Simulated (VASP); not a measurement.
Write the native input for VASP 6.6.1 that does the following.

- Task: single point
- Functional: PBEsol
- Potentials or basis: VASP PAW PBE potentials, release 64 (Cd_sv_GW, S)
- Cutoff: 540 eV
- k mesh: 6 × 6 × 4
- Occupations: gaussian, width 0.01 eV
- Spin: no spin polarisation
- Dipole correction: no
- Second run: valence_matched
- Further INCAR settings: ALGO = Normal; EDIFF = 1e-06; NBANDS = 34

The structure of CdS (Greenockite) lies in POSCAR:

```
CdS
1.0
    3.5547339572      0.0000000000      0.0000000000
   -1.7773669786      3.0784899106      0.0000000000
    0.0000000000      0.0000000000      6.7660552041
Cd S
2 2
Direct
    0.3333333333      0.6666666667      0.0201490824
    0.6666666667      0.3333333333      0.5201490824
    0.3333333333      0.6666666667      0.3548509176
    0.6666666667      0.3333333333      0.8548509176
```

These files were run (other wordings do the same):

INCAR

```
SYSTEM = CdS
ALGO     = Normal         ! electronic algorithm
EDIFF    = 1E-6           ! SCF threshold, eV
ENCUT    = 540            ! plane-wave cutoff, eV
GGA      = PS             ! functional
GGA_COMPAT= .False.      
ISIF     = 2              ! what is computed and relaxed
ISMEAR   = 0              ! smearing method
LASPH    = .True.         ! aspherical terms in the spheres
LCHARG   = .False.        ! write CHGCAR
LREAL    = .False.        ! projectors in reciprocal space
LWAVE    = .False.        ! write WAVECAR
NBANDS   = 34             ! bands
NELM     = 120            ! most SCF steps
PREC     = Accurate       ! precision mode
SIGMA    = 0.01           ! smearing width, eV
```

KPOINTS

```
k-points
0
Gamma
  6 6 4
  0 0 0
```

Potentials or basis: VASP PAW PBE potentials, release 64 (Cd_sv_GW, S).

The run is started by

```console
$ cat potpaw_PBE.64/Cd_sv_GW/POTCAR potpaw_PBE.64/S/POTCAR > POTCAR
$ mpirun -np 1 vasp_std > vasp.out
```

It gave:

| Property | Result |
| --- | --- |
| Pressure | 28.7 GPa |
| Largest force | 0.003 eV/Å |
| Band gap on the k mesh | 0.92 eV, direct |

Caveat: the PAW data sets were made with another functional, which shifts forces and pressure a little.

Wall time 75 s on 1 thread of Intel(R) Xeon(R) 6975P-C (Granite Rapids) (shared host), peak memory 0.22 GiB.
